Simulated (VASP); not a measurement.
# Ni5H in VASP: single point with PBEsol

Aim: the single point of Ni5H with PBEsol.

All numbers are computed with VASP 6.6.1; they aren't measurements. Logs are shortened: lines on timing, memory, paths and dates and some standing lists are left out, and cuts for length are marked.

**1. The cell of the first run**

The cell holds a slab with vacuum, 6 atoms: a = 2.449 Å, b = 2.449 Å, c = 25.926 Å, α = 90.00°, β = 90.00°, γ = 90.00°.

**2. Single point, PBEsol, collinear spin, ferromagnetic start**

INCAR

```
PREC = Accurate
ENCUT = 520
EDIFF = 1E-6
ISMEAR = 0
SIGMA = 0.1
LREAL = False
LASPH = True
NELM = 150
ALGO = Normal
ISIF = 2
LWAVE = False
LCHARG = False
ISPIN = 2
MAGMOM = 0.85 0.75 0.75 0.76 0.84 1
LORBIT = 11
LMAXMIX = 4
LDIPOL = True
IDIPOL = 3
DIPOL = 0.5 0.5 0.493
GGA = PS
NBANDS = 38
```

KPOINTS

```
regular mesh
0
Gamma
  12 12 1
```

POSCAR

```
Ni5H
1.0
    2.4488173384      0.0000000000      0.0000000000
    0.0000000000      2.4488173384      0.0000000000
    0.0000000000      0.0000000000     25.9263013834
Ni H
5 1
Direct
    0.5000000000      0.5000000000      0.3278523949
    0.0000000000      0.0000000000      0.3946407625
    0.5000000000      0.5000000000      0.4617080788
    0.0000000000      0.0000000000      0.5285646696
    0.5000000000      0.5000000000      0.5953569320
    0.5000000000      0.5000000000      0.6515755356
```

Potentials or basis: VASP PAW PBE potentials, release 64 (Ni, H).

Command:

```console
cat potpaw_PBE.64/Ni/POTCAR potpaw_PBE.64/H/POTCAR > POTCAR
mpirun -np 1 vasp_std > vasp.out
```

OUTCAR:

```text
PREC = Accurate
   ENCUT = 520
   EDIFF = 1E-6
   ISMEAR = 0
   LREAL = False
   LASPH = True
   NELM = 150
   ISIF = 2
   ISPIN = 2
   LORBIT = 11
   GGA = PS

 ion  position               nearest neighbor table
   1  0.500  0.500  0.328-   2 2.45   2 2.45   2 2.45   2 2.45
   2  0.000  0.000  0.395-   1 2.45   1 2.45   1 2.45   1 2.45   3 2.45   3 2.45   3 2.45   3 2.45

   3  0.500  0.500  0.462-   4 2.45   4 2.45   4 2.45   4 2.45   2 2.45   2 2.45   2 2.45   2 2.45

   4  0.000  0.000  0.529-   5 2.45   5 2.45   5 2.45   5 2.45   3 2.45   3 2.45   3 2.45   3 2.45

   5  0.500  0.500  0.595-   6 1.46   4 2.45   4 2.45   4 2.45   4 2.45
   6  0.500  0.500  0.652-   5 1.46

  LATTYP: Found a simple tetragonal cell.
 ALAT       =     2.4488173384
 C/A-ratio  =    10.5872745087

  Lattice vectors:

 A1 = (   2.4488173384,   0.0000000000,   0.0000000000)
 A2 = (   0.0000000000,   2.4488173384,   0.0000000000)
 A3 = (   0.0000000000,   0.0000000000,  25.9263013834)

Analysis of symmetry for initial positions (statically):
=====================================================================
 Subroutine PRICEL returns:
 Original cell was already a primitive cell.

 Routine SETGRP: Setting up the symmetry group for a
 simple tetragonal supercell.

 Subroutine GETGRP returns: Found  8 space group operations
 (whereof  8 operations were pure point group operations)
 out of a pool of 16 trial point group operations.

The static configuration has the point symmetry C_4v.

Analysis of symmetry for dynamics (positions and initial velocities):
=====================================================================
 Subroutine PRICEL returns:
 Original cell was already a primitive cell.

 Routine SETGRP: Setting up the symmetry group for a
 simple tetragonal supercell.

 Subroutine GETGRP returns: Found  8 space group operations
 (whereof  8 operations were pure point group operations)
 out of a pool of 16 trial point group operations.

The dynamic configuration has the point symmetry C_4v.

Analysis of structural, dynamic, and magnetic symmetry:
=====================================================================
 Subroutine PRICEL returns:
 Original cell was already a primitive cell.

 Routine SETGRP: Setting up the symmetry group for a
 simple tetragonal supercell.

 Subroutine GETGRP returns: Found  8 space group operations
 (whereof  8 operations were pure point group operations)
 out of a pool of 16 trial point group operations.

The overall configuration has the point symmetry C_4v.

 Subroutine INISYM returns: Found  8 space group operations
 (whereof  8 operations are pure point group operations),
 and found     1 'primitive' translations

----------------------------------------------------------------------------------------

                                     Primitive cell

  volume of cell :     155.4724

  direct lattice vectors                    reciprocal lattice vectors
     2.448817338  0.000000000  0.000000000     0.408360389  0.000000000  0.000000000
     0.000000000  2.448817338  0.000000000     0.000000000  0.408360389  0.000000000
     0.000000000  0.000000000 25.926301383     0.000000000  0.000000000  0.038570870

  length of vectors
     2.448817338  2.448817338 25.926301383     0.408360389  0.408360389  0.038570870

  position of ions in fractional coordinates (direct lattice)
     0.500000000  0.500000000  0.327852395
     0.000000000  0.000000000  0.394640763
     0.500000000  0.500000000  0.461708079
     0.000000000  0.000000000  0.528564670
     0.500000000  0.500000000  0.595356932
     0.500000000  0.500000000  0.651575536

  ion indices of the primitive-cell ions
   primitive index   ion index
                 1           1
                 2           2
                 3           3
                 4           4
                 5           5
                 6           6

----------------------------------------------------------------------------------------

[... 53 lines left out ...]
   total plane-waves  NPLWV =  63504
   dimension x,y,z NGX =    18 NGY =   18 NGZ =  196
   dimension x,y,z NGXF=    36 NGYF=   36 NGZF=  392
   ions per type =               5   1
   NGX,Y,Z   is equivalent  to a cutoff of  12.22, 12.22, 12.57 a.u.
   NGXF,Y,Z  is equivalent  to a cutoff of  24.44, 24.44, 25.14 a.u.
 SYSTEM =  unknown system
   PREC   = accura    normal or accurate (medium, high low for compatibility)
   ISTART =      0    job   : 0-new  1-cont  2-samecut
   ICHARG =      2    charge: 1-file 2-atom 10-const
   ISPIN  =      2    spin polarized calculation?
   LNONCOLLINEAR =      F non collinear calculations
   LSORBIT =      F    spin-orbit coupling
   LASPH  =      T    aspherical Exc in radial PAW
   ENCUT  =  520.0 eV  38.22 Ry    6.18 a.u.   4.55  4.55 48.21*2*pi/ulx,y,z
   NELM   =    150;   NELMIN=  2; NELMDL= -5     # of ELM steps
   EDIFF  = 0.1E-05   stopping-criterion for ELM
   LREAL  =      F    real-space projection
   EDIFFG = 0.1E-04   stopping-criterion for IOM
   NSW    =      0    number of steps for IOM
   IBRION =     -1    ionic relax: 0-MD 1-quasi-New 2-CG
   NFREE  =      0    steps in history (QN), initial steepest desc. (CG)
   ISIF   =      2    stress and relaxation
   ISYM   =      2    0-nonsym 1-usesym 2-fastsym
   POTIM  = 0.5000    time-step for ionic-motion
   TEBEG  =    0.0;   TEEND  =   0.0 temperature during run
   PSTRESS=    0.0 pullay stress
   NELECT =      51.0000    total number of electrons
   NUPDOWN=      -1.0000    fix difference up-down
   EMIN   =  10.00;   EMAX   =-10.00  energy-range for DOS
   EFERMI =   0.00;   METHOD = LEGACY
   ISMEAR =     0;   SIGMA  =   0.10  broadening in eV -4-tet -1-fermi 0-gaus
   EFERMI_NEDOS =   21; number of points for ismear=-14 and -15
   IALGO  =     38    algorithm
   IMIX   =      4    mixing-type and parameters
     AMIX     =   0.40;   BMIX     =  1.00
     AMIX_MAG =   1.60;   BMIX_MAG =  1.00
  volume/ion in A,a.u.               =      25.91       174.86
  Fermi-wavevector in a.u.,A,eV,Ry     =   1.129052  2.133598 17.344128  1.274757
  Thomas-Fermi vector in A             =   2.265744
   LORBIT       =     11    0 simple, 1 ext, 2 COOP (PROOUT), +10 PAW based schemes
   GGA     = PS    functional components
   LHFCALC =     F    Hartree Fock is set to
   AEXX    =    0.0000 exact exchange contribution
   IVDW    =     0    specifies the selected vdW correction
   LEPSILON=     F    determine dielectric tensor
   LRPA    =     F    only Hartree local field effects (RPA)
 spin polarized calculation
 Gauss-broadening in eV      SIGMA  =   0.10
  energy-cutoff  :      520.00
  volume of cell :      155.47
 maximum number of plane-waves:      4277
   NGX =  9   NGY =  9   NGZ = 97

 dipolmoment           0.000000      0.000000     -0.000918 electrons x Angstroem

 number of electron      51.0000065 magnetization       2.5926859

 dipolmoment           0.000000      0.000000      0.015232 electrons x Angstroem

 Free energy of the ion-electron system (eV)
  ---------------------------------------------------
  ext. energy  EPLUGINS =         0.00000000
  ---------------------------------------------------
  free energy    TOTEN  =       -31.93861229 eV

  energy without entropy =      -31.89375835  energy(sigma->0) =      -31.91618532

 E-fermi :  -0.1308     XC(G=0):  -5.5835

 val. band max:       -0.1330348819   @ k =   0.4167   0.4167   0.0000
 cond. band min:      -0.1300685247   @ k =   0.3333   0.1667   0.0000
 fundamental gap:      0.0029663572
 Fermi energy:        -0.1307945920

 spin component 1

 k-point     1 :       0.0000    0.0000    0.0000
  band No.  band energies     occupation
      1      -9.0517      1.00000
      2      -7.8904      1.00000
      3      -6.3846      1.00000
      4      -5.1570      1.00000
      5      -4.8806      1.00000
      6      -4.3908      1.00000
[... 949 lines left out ...]
     36      10.6142      0.00000
     37      11.0165      0.00000

 [... further k-points ...]

 spin component 2

 k-point     1 :       0.0000    0.0000    0.0000
  band No.  band energies     occupation
      1      -9.0628      1.00000
      2      -7.9017      1.00000
      3      -6.3837      1.00000
      4      -5.0808      1.00000
      5      -4.5858      1.00000
      6      -4.2912      1.00000
[... 949 lines left out ...]
     36      10.7350      0.00000
     37      11.1172      0.00000

 [... further k-points ...]

 [bands above 37 left out]

------------------------ aborting loop because EDIFF is reached ----------------------------------------

 vacuum level on the upper side and lower side of the slab       (xc-potential included)         0.221        -0.229

  FORCE on cell =-STRESS in cart. coord.  units (eV):
  Direction    XX          YY          ZZ          XY          YZ          ZX
  --------------------------------------------------------------------------------------
  -------------------------------------------------------------------------------------
  Total       -2.6325657     -2.6325657     -0.5489139      0.0000000      0.0000000      0.0000000
  in kB      -27.1291666    -27.1291666     -5.6566785      0.0000000      0.0000000      0.0000000
  external PRESSURE =     -19.9716705 kB  Pullay stress =       0.0000000 kB

 VOLUME and BASIS-vectors are now :
 -----------------------------------------------------------------------------
  energy-cutoff  :      520.00
  volume of cell :      155.47
      direct lattice vectors                 reciprocal lattice vectors
     2.448817338  0.000000000  0.000000000     0.408360389  0.000000000  0.000000000
     0.000000000  2.448817338  0.000000000     0.000000000  0.408360389  0.000000000
     0.000000000  0.000000000 25.926301383     0.000000000  0.000000000  0.038570870

 POSITION                                       TOTAL-FORCE (eV/Angst)
 -----------------------------------------------------------------------------------
      1.22441      1.22441      8.50000         0.000000      0.000000      0.348330
      0.00000      0.00000     10.23158        -0.000000     -0.000000     -0.348878
      1.22441      1.22441     11.97038         0.000000     -0.000000      0.000832
      0.00000      0.00000     13.70373         0.000000     -0.000000     -0.014207
      1.22441      1.22441     15.43540         0.000000     -0.000000     -0.021094
      1.22441      1.22441     16.89294         0.000000     -0.000000      0.035018
 -----------------------------------------------------------------------------------
    total drift:                                0.000000      0.000000      0.000354

  FREE ENERGIE OF THE ION-ELECTRON SYSTEM (eV)
  ---------------------------------------------------
  free  energy   TOTEN  =       -31.9386122851 eV

  energy  without entropy=      -31.8937583471  energy(sigma->0) =      -31.91618532

 vacuum level on the upper side and lower side of the slab         5.393         4.933

 total charge

# of ion       s       p       d       tot
------------------------------------------
    1        0.488   0.369   8.327   9.184
    2        0.517   0.541   8.329   9.387
    3        0.520   0.543   8.331   9.394
    4        0.522   0.544   8.343   9.409
    5        0.540   0.505   8.340   9.385
    6        0.480   0.018   0.000   0.498
--------------------------------------------------
tot          3.067   2.521  41.669  47.257

 magnetization (x)

# of ion       s       p       d       tot
------------------------------------------
    1       -0.003  -0.020   0.741   0.718
    2       -0.007  -0.024   0.666   0.634
    3       -0.007  -0.023   0.648   0.619
    4       -0.005  -0.019   0.508   0.484
    5       -0.003  -0.016   0.216   0.196
    6       -0.008  -0.000   0.000  -0.008
--------------------------------------------------
tot         -0.034  -0.102   2.779   2.642
```

Run time: 24 min. Hardware: 1 thread of Intel Xeon 8259CL, shared host; peak memory 0.45 GiB.

What came out:

- Free energy: -31.9386 eV
- Largest force: 0.349 eV/Å
- Net moment: 2.59 μB per cell
- Site moments: Ni +0.72, +0.63, +0.62, +0.48, +0.20; H -0.01 μB
- Valence electrons inside the program's atomic spheres: Ni 9.18, 9.39, 9.41, 9.38 (each value once); H 0.50

Forces on the atoms (eV/Å):
```
Ni   0.000  0.000  0.348
Ni   0.000  0.000 -0.349
Ni   0.000  0.000  0.001
Ni   0.000  0.000 -0.014
Ni   0.000  0.000 -0.021
H    0.000  0.000  0.035
```

Caveat: the PAW data sets were made with another functional, which shifts forces and pressure a little.
